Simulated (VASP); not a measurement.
# Fe (Fm-3m) in VASP: notebook, part 2 of 2

VASP 6.6.1. The steps go on from the part before.

## Step 3: Single point, r2SCAN, non-collinear spin, zero start, spin-orbit coupling

POSCAR

```
Fe
1.0
    0.0000000000      1.7062696208      1.7062696208
    1.7062696208      0.0000000000      1.7062696208
    1.7062696208      1.7062696208      0.0000000000
Fe
1
Direct
    0.0000000000      0.0000000000      0.0000000000
```

INCAR.step1

```
ALGO = Normal
EDIFF = 1E-4
ENCUT = 520
GGA = PE
GGA_COMPAT = False
ISMEAR = -1
LASPH = True
LCHARG = False
LMAXMIX = 4
LREAL = False
LSORBIT = True
LWAVE = True
MAGMOM = 0 0 0
NBANDS = 19
NELM = 150
PREC = Accurate
SIGMA = 0.1
```

INCAR.step2

```
ALGO = Normal
EDIFF = 1E-6
ENCUT = 520
GGA_COMPAT = False
ISIF = 2
ISMEAR = -1
ISTART = 1
LASPH = True
LCHARG = True
LMAXMIX = 4
LMIXTAU = True
LORBIT = 11
LORBMOM = True
LREAL = False
LSORBIT = True
LVHAR = True
LWAVE = False
MAGMOM = 0 0 0
METAGGA = R2SCAN
NBANDS = 19
NELM = 150
PREC = Accurate
SIGMA = 0.1
```

KPOINTS

```
k-points
0
Gamma
  16 16 16
```

Potentials or basis: VASP PAW PBE potentials, release 64 (Fe).

The run is started by

```bash
$ cat potpaw_PBE.64/Fe/POTCAR > POTCAR
$ cp INCAR.step1 INCAR
$ mpirun -np 1 vasp_ncl > vasp.out
$ cp INCAR.step2 INCAR
$ mpirun -np 1 vasp_ncl > vasp.out
```

OUTCAR:

```text
EDIFF = 1E-6
   ENCUT = 520
   ISIF = 2
   ISMEAR = -1
   ISTART = 1
   LASPH = True
   LORBIT = 11
   LREAL = False
   LSORBIT = True
   METAGGA = R2SCAN
   NELM = 150
   PREC = Accurate

 ion  position               nearest neighbor table
   1  0.000  0.000  0.000-

  LATTYP: Found a face centered cubic cell.
 ALAT       =     3.4125392416

  Lattice vectors:

 A1 = (   0.0000000000,   1.7062696208,   1.7062696208)
 A2 = (   1.7062696208,   0.0000000000,   1.7062696208)
 A3 = (   1.7062696208,   1.7062696208,   0.0000000000)

Analysis of symmetry for initial positions (statically):
=====================================================================
 Subroutine PRICEL returns:
 Original cell was already a primitive cell.

 Routine SETGRP: Setting up the symmetry group for a
 face centered cubic supercell.

 Subroutine GETGRP returns: Found 48 space group operations
 (whereof 48 operations were pure point group operations)
 out of a pool of 48 trial point group operations.

The static configuration has the point symmetry O_h .

Analysis of symmetry for dynamics (positions and initial velocities):
=====================================================================
 Subroutine PRICEL returns:
 Original cell was already a primitive cell.

[... 732 lines left out ...]
  free  energy   TOTEN  =       -13.6404239785 eV

  energy  without entropy=      -13.5888650447  energy(sigma->0) =      -13.61464451

 orbital moment (x)

 # of ion     p       d       tot
 ----------------------------------------
  1         0.000   0.000   0.000
 ----------------------------------------
            0.000   0.000   0.000

 orbital moment (y)

 # of ion     p       d       tot
 ----------------------------------------
  1        -0.000   0.000   0.000
 ----------------------------------------
           -0.000   0.000   0.000

 orbital moment (z)

 # of ion     p       d       tot
 ----------------------------------------
  1         0.000   0.000   0.000
 ----------------------------------------
            0.000   0.000   0.000

 Spin-Orbit-Coupling matrix elements

 Ion:    1  E_soc:     -0.0133029
 l=   1
     0.0000000    -0.0003692    -0.0003692
    -0.0003692     0.0000000    -0.0003692
    -0.0003692    -0.0003692     0.0000000
 l=   2
     0.0000000    -0.0003252     0.0000000    -0.0003252    -0.0015228
    -0.0003252     0.0000000    -0.0011421    -0.0003252    -0.0003807
     0.0000000    -0.0011421     0.0000000    -0.0011421     0.0000000
    -0.0003252    -0.0003252    -0.0011421     0.0000000    -0.0003807
    -0.0015228    -0.0003807     0.0000000    -0.0003807     0.0000000
 l=   3
     0.0000000     0.0000000     0.0000000     0.0000000     0.0000000     0.0000000     0.0000000
     0.0000000     0.0000000     0.0000000     0.0000000     0.0000000     0.0000000     0.0000000
     0.0000000     0.0000000     0.0000000     0.0000000     0.0000000     0.0000000     0.0000000
     0.0000000     0.0000000     0.0000000     0.0000000     0.0000000     0.0000000     0.0000000
     0.0000000     0.0000000     0.0000000     0.0000000     0.0000000     0.0000000     0.0000000
     0.0000000     0.0000000     0.0000000     0.0000000     0.0000000     0.0000000     0.0000000
     0.0000000     0.0000000     0.0000000     0.0000000     0.0000000     0.0000000     0.0000000

 total charge

# of ion       s       p       d       tot
------------------------------------------
    1        0.559   0.680   6.351   7.590

 magnetization (x)

# of ion       s       p       d       tot
------------------------------------------
    1        0.000   0.000  -0.000  -0.000

 magnetization (y)

# of ion       s       p       d       tot
------------------------------------------
    1        0.000  -0.000  -0.000  -0.000

 magnetization (z)

# of ion       s       p       d       tot
------------------------------------------
    1        0.000  -0.000  -0.000  -0.000
```

OUTCAR.step1:

```text
EDIFF = 1E-4
   ENCUT = 520
   GGA = PE
   ISMEAR = -1
   LASPH = True
   LREAL = False
   LSORBIT = True
   NELM = 150
[... 786 lines left out ...]
     0.0000000     0.0000000     0.0000000     0.0000000     0.0000000     0.0000000     0.0000000
     0.0000000     0.0000000     0.0000000     0.0000000     0.0000000     0.0000000     0.0000000
     0.0000000     0.0000000     0.0000000     0.0000000     0.0000000     0.0000000     0.0000000
     0.0000000     0.0000000     0.0000000     0.0000000     0.0000000     0.0000000     0.0000000
     0.0000000     0.0000000     0.0000000     0.0000000     0.0000000     0.0000000     0.0000000
     0.0000000     0.0000000     0.0000000     0.0000000     0.0000000     0.0000000     0.0000000

=======================================================================

 ========================================================
```

OSZICAR.step1:

```text
N       E                     dE             d eps       ncg     rms          rms(c)
DAV:   1     0.369340547519E+02    0.36934E+02   -0.35774E+03  6022   0.113E+03
DAV:   2    -0.787754182403E+01   -0.44812E+02   -0.39094E+02  5552   0.205E+02
DAV:   3    -0.962019070648E+01   -0.17426E+01   -0.16533E+01  6154   0.504E+01
DAV:   4    -0.963325689410E+01   -0.13066E-01   -0.13054E-01  6147   0.406E+00
DAV:   5    -0.963338602755E+01   -0.12913E-03   -0.12913E-03  6252   0.378E-01    0.125E+01
DAV:   6    -0.819894707955E+01    0.14344E+01   -0.33719E+00  6029   0.574E+01    0.178E+00
DAV:   7    -0.812122249127E+01    0.77725E-01   -0.26727E-01  6360   0.135E+01    0.853E-01
DAV:   8    -0.810628501565E+01    0.14937E-01   -0.25226E-03  7840   0.825E-01    0.389E-01
DAV:   9    -0.810209835722E+01    0.41867E-02   -0.32225E-04  7865   0.271E-01    0.161E-01
DAV:  10    -0.810174443802E+01    0.35392E-03   -0.93219E-05  5251   0.135E-01    0.362E-02
DAV:  11    -0.810174616173E+01   -0.17237E-05   -0.11974E-05  3029   0.663E-02
   1 F= -.81017462E+01 E0= -.80747508E+01  d E =-.539908E-01  mag=    -0.0000     0.0000    -0.0000
```

Wall time 5.8 min (1 thread of Intel Xeon Platinum 8488C (Sapphire Rapids), shared host); peak memory 0.18 GiB.

What came out:

| Property | Result |
| --- | --- |
| Free energy | -13.6404 eV |
| Pressure | 0.6 GPa |
| Net moment | 0.00 μB per cell |
| Valence electrons inside the program's atomic spheres | Fe 7.59 |

Moments on the atoms (μB; x, y, z):
```
Fe  0.00 0.00 0.00
```

Caveat: the PAW data sets were made with another functional, which shifts forces and pressure a little.

## Step 4: Single point, r2SCAN

POSCAR

```
Fe
1.0
    0.0000000000      1.7062696223      1.7062696223
    1.7062696223      0.0000000000      1.7062696223
    1.7062696223      1.7062696223      0.0000000000
Fe
1
Direct
    0.0000000000      0.0000000000      0.0000000000
```

INCAR.step1

```
ALGO = Normal
EDIFF = 1E-5
ENCUT = 660
GGA = PE
GGA_COMPAT = F
ISMEAR = -1
LASPH = T
LCHARG = F
LREAL = F
LWAVE = T
NBANDS = 10
NELM = 120
PREC = Accurate
SIGMA = 0.1
```

INCAR.step2

```
ALGO = Normal
EDIFF = 1E-6
ENCUT = 660
GGA_COMPAT = F
ISIF = 2
ISMEAR = -1
ISTART = 1
LASPH = T
LCHARG = F
LMIXTAU = T
LREAL = F
LWAVE = F
METAGGA = R2SCAN
NBANDS = 10
NELM = 120
PREC = Accurate
SIGMA = 0.1
```

KPOINTS

```
k-points
0
Gamma
  8 8 8
```

The run is started by

```bash
$ cat potpaw_PBE.64/Fe/POTCAR > POTCAR
$ cp INCAR.step1 INCAR
$ mpirun -np 1 vasp_std > vasp.out
$ cp INCAR.step2 INCAR
$ mpirun -np 1 vasp_std > vasp.out
```

It took 16 s on 1 thread of Intel Xeon Platinum 8259CL at 2.50GHz (Skylake/Cascade Lake), shared host; peak memory 0.13 GiB.

Results (log left out):

```
Free energy            : -13.6443 eV
Pressure               : 0.0 GPa
Band gap on the k mesh : zero (band 4 reaches 8.38 eV, above the bottom of band 5 at 6.47 eV)
```

Levels at points of the mesh, in eV from the Fermi level:
| k point | band 1 | band 2 | band 3 | band 4 | band 5 | band 6 | band 7 | band 8 |
| --- | --- | --- | --- | --- | --- | --- | --- | --- |
| (0.00, 0.00, 0.00) | -9.47 | -1.70 | -1.70 | -1.70 | -0.03 | -0.03 | 24.65 | 30.83 |
| (0.50, 0.00, 0.00) | -5.20 | -1.81 | -1.81 | 0.09 | 1.12 | 1.12 | 9.01 | 23.15 |
| (0.50, 0.50, 0.00) | -5.34 | -4.52 | 1.08 | 1.42 | 1.42 | 3.43 | 12.50 | 17.46 |

Caveat: the k points lie up to 0.40 Å⁻¹ apart; the PAW data sets were made with another functional, which shifts forces and pressure a little; the run has no spin polarisation, though such a crystal can be magnetic.

## Step 5: The runs side by side

```csv
spin,k mesh,cutoff (eV),gap on the mesh (eV),pressure (GPa)
off,26 × 26 × 26,520,none,0.6
"non-collinear, zero start, SOC",16 × 16 × 16,520,-,0.6
off,8 × 8 × 8,660,none,0.0
```

Alike in all rows: task single point; level r2SCAN; potentials or basis VASP PAW PBE potentials, release 64 (Fe); cell as given; smearing fermi-dirac 0.1 eV.

Caveats: some runs use coarse meshes; the PAW data sets were made with another functional, which shifts forces and pressure a little.

Total energies depend on the potentials used, so only differences within one code and one set of settings carry meaning.
